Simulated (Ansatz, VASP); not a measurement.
# Two plane-wave programs on CoO

INCAR

```
SYSTEM = CoO
ALGO = Normal
EDIFF = 1E-6
ENCUT = 600
GGA = CA
GGA_COMPAT = .FALSE.
ISIF = 2
ISMEAR = -1
ISPIN = 2
LASPH = .TRUE.
LCHARG = .FALSE.
LMAXMIX = 4
LORBIT = 11
LREAL = .FALSE.
LWAVE = .FALSE.
MAGMOM = 0 0
NBANDS = 18
NELM = 200
NUPDOWN = 0.0
PREC = Accurate
SIGMA = 0.05
```

The input KPOINTS:

```
k-points
0
G
  11 11 11
  0 0 0
```

POSCAR

```
CoO
1.0
    1.5054695450      0.8691832471      2.4399269067
   -1.5054695450      0.8691832471      2.4399269067
    0.0000000000     -1.7383664941      2.4399269067
Co O
1 1
Direct
    0.0000000000      0.0000000000      0.0000000000
    0.5000000000      0.5000000000      0.5000000000
```

File input.yaml:

```yaml
crystal:
  lattice: { a: 3.01093909, b: 3.01093909, c: 7.31978072, alpha: 90.0, beta: 90.0, gamma: 120.0 }
  space_group: 166
  reduce_to_primitive: true
  atoms:
    - { symbol: Co, wyckoff: "3a", position: [0.0, 0.0, 0.0] }
    - { symbol: O, wyckoff: "3b", position: [0.3333333333, 0.6666666667, 0.1666666667] }
hamiltonian:
  xc: lda
  pseudopotentials: { kind: paw }
magnetization:
  spin_polarized: true
  initial_magnetization: 0.0
  spin_locking: { lock_magnetization: hard }
kpoints:
  mp_grid: { grid: [11, 11, 11] }
scf:
  occupations: { method: fermi_dirac, width: 0.05 }
output:
  forces: true
  stress: true
  eigenvalues: true
  write_density: true
  write_potential: true
  elf: true
  volumetric_format: npy
```

Alike in both runs: functional LDA; k mesh 11 × 11 × 11; occupations fermi-dirac, width 0.05 eV; collinear spin; fixed moment 0 μB.

|  | VASP | Ansatz |
| --- | --- | --- |
| version | VASP 6.6.1 | Ansatz 0.2.0 |
| potentials or method | VASP PAW LDA potentials, release 64 (Co, O) | Ansatz PAW |
| plane-wave cutoff (eV) | 600 | 420 |
| valence electrons in the cell | 15 | 23 |
| task | single point | electrostatic potential |

```csv
,VASP,Ansatz,Ansatz less VASP
net moment per atom (μB),0.00,0.00,0.000
```

LDA's correlation is that of Perdew and Zunger in VASP and of Perdew and Wang (1992) in Ansatz. VASP's potentials hold 15 valence electrons a cell and Ansatz's 23, so a difference there can come from the potentials and not from the codes.
